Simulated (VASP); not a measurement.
Input of a VASP 6.6.1 run:

File INCAR:

```
SYSTEM = TiNi
  PREC = Accurate
  ENCUT = 520
  EDIFF = 1E-7
  ISMEAR = -1
  SIGMA = 0.08
  LREAL = .FALSE.
  LASPH = .TRUE.
  NELM = 150
  ALGO = Normal
  ISIF = 2
  LWAVE = .FALSE.
  LCHARG = .TRUE.
  ISPIN = 2
  MAGMOM = 0.6 0.6
  LORBIT = 11
  NUPDOWN = 1.2
  LMAXMIX = 4
  GGA = CA
  LELF = .TRUE.
  LVHAR = .TRUE.
  NBANDS = 22
```

The input KPOINTS:

```
regular mesh
0
G
  12 12 9
  0 0 0
```

Contents of POSCAR:

```
TiNi
1.0
    2.7358030000      0.0000000000      0.0000000000
    0.0000000000      2.7358030000      0.0000000000
    0.0000000000      0.0000000000      3.5814100000
Ti Ni
1 1
Direct
    0.5000000000      0.5000000000      0.5000000000
    0.0000000000      0.0000000000      0.0000000000
```

Potentials or basis: VASP PAW LDA potentials, release 64 (Ti_sv, Ni).

Launch:

```sh
$ cat potpaw_LDA.64/Ti_sv/POTCAR potpaw_LDA.64/Ni/POTCAR > POTCAR
$ mpirun -np 1 vasp_std > vasp.out
```

Problem. What does it give for the pressure?

Solution. -9.7 GPa.

Stress tensor (GPa, compression positive):
```
 -8.08   0.00   0.00
  0.00  -8.08   0.00
  0.00   0.00 -13.06
```

Caveat: the cell stands under tension; the total moment is fixed, so each spin has its own Fermi level.
